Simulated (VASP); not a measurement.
A run of VASP 6.6.1:

The input INCAR:

```
SYSTEM = KF
  PREC = Accurate
  ENCUT = 600
  EDIFF = 1E-7
  ISMEAR = 0
  SIGMA = 0.02
  LREAL = .False.
  LASPH = .True.
  NELM = 120
  ALGO = Normal
  ISIF = 3
  LWAVE = .False.
  LCHARG = .False.
  GGA = PE
  IVDW = 12
  IBRION = 2
  NSW = 100
  EDIFFG = -0.002
  GGA_COMPAT = .False.
  NELMIN = 4
```

File KPOINTS:

```
Automatic mesh
0
Gamma
  8 8 8
  0 0 0
```

Contents of POSCAR:

```
KF
1.0
    0.0000000000      2.6544134000      2.6544134000
    2.6544134000      0.0000000000      2.6544134000
    2.6544134000      2.6544134000      0.0000000000
K F
1 1
Direct
    0.0000000000      0.0000000000      0.0000000000
    0.5000000000      0.5000000000      0.5000000000
```

Potentials or basis: VASP PAW PBE potentials, release 64 (K_sv, F).

The run is started by

```sh
$ cat potpaw_PBE.64/K_sv/POTCAR potpaw_PBE.64/F/POTCAR > POTCAR
$ mpirun -np 1 vasp_std > vasp.out
```

Hardware: 1 thread of Intel(R) Xeon(R) Platinum 8559C (Emerald Rapids) (shared host).

Problem. Estimate the wall time of this run.

Solution. Run time: 26 s on 1 thread of Intel(R) Xeon(R) Platinum 8559C (Emerald Rapids), with other jobs on the host, peak memory 0.19 GiB. Counts: scf iterations 31, k points 29, ion steps 3.
